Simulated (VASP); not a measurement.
Input of a VASP 6.6.1 run:

Contents of INCAR:

```
SYSTEM = CaS
PREC     = Accurate       ! precision mode
ENCUT    = 500            ! plane-wave cutoff, eV
EDIFF    = 1E-6           ! SCF threshold, eV
ISMEAR   = -1             ! smearing method
SIGMA    = 0.1            ! smearing width, eV
LREAL    = .FALSE.        ! projectors in reciprocal space
LASPH    = .TRUE.         ! aspherical terms in the spheres
NELM     = 120            ! most SCF steps
ALGO     = Normal         ! electronic algorithm
ISIF     = 2              ! what is computed and relaxed
LWAVE    = .FALSE.        ! write WAVECAR
LCHARG   = .FALSE.        ! write CHGCAR
GGA      = PS             ! functional
NBANDS   = 15             ! bands
GGA_COMPAT= .FALSE.
```

File KPOINTS:

```
regular mesh
0
G
  6 6 6
  0 0 0
```

Contents of POSCAR:

```
CaS
1.0
    0.0000000000      2.8430000000      2.8430000000
    2.8430000000      0.0000000000      2.8430000000
    2.8430000000      2.8430000000      0.0000000000
Ca S
1 1
Direct
    0.0000000000      0.0000000000      0.0000000000
    0.5000000000      0.5000000000      0.5000000000
```

Potentials or basis: VASP PAW PBE potentials, release 64 (Ca_sv, S).

Launch:

```bash
$ cat potpaw_PBE.64/Ca_sv/POTCAR potpaw_PBE.64/S/POTCAR > POTCAR
$ mpirun -np 1 vasp_std > vasp.out
```

Q: What does it give for the band gap on the k mesh?

A: 2.22 eV, indirect (least direct gap 3.05 eV).

Q: Predict the pressure.

A: -1.5 GPa.

Caveat: the PAW data sets were made with another functional, which shifts forces and pressure a little. A k mesh can miss the band edges.
